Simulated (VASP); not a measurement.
Input of a VASP 6.6.1 run:

Contents of INCAR:

```
SYSTEM = SiC
  ALGO = Normal
  EDIFF = 1E-6
  ENCUT = 520
  GGA = PE
  ISIF = 2
  ISMEAR = 0
  LASPH = .True.
  LCHARG = .False.
  LREAL = .False.
  LWAVE = .False.
  NBANDS = 11
  NELM = 100
  PREC = Accurate
  SIGMA = 0.01
```

Contents of KPOINTS:

```
k-points
0
Gamma
  4 4 4
  0 0 0
```

Contents of POSCAR:

```
SiC
1.0
    0.0000000000      2.1790000000      2.1790000000
    2.1790000000      0.0000000000      2.1790000000
    2.1790000000      2.1790000000      0.0000000000
Si C
1 1
Direct
    0.0000000000      0.0000000000      0.0000000000
    0.2500000000      0.2500000000      0.2500000000
```

Potentials or basis: VASP PAW PBE potentials, release 64 (Si, C).

The run is started by

```console
$ cat potpaw_PBE.64/Si/POTCAR potpaw_PBE.64/C/POTCAR > POTCAR
$ mpirun -np 1 vasp_std > vasp.out
```

Problem. What does it give for the pressure?

Solution. 3.6 GPa.

Problem. Estimate the band gap on the k mesh.

Solution. 1.31 eV, indirect (least direct gap 4.51 eV).

Caveat: the k points lie up to 0.62 Å⁻¹ apart. As with any semilocal functional, this PBE gap is likely too small.
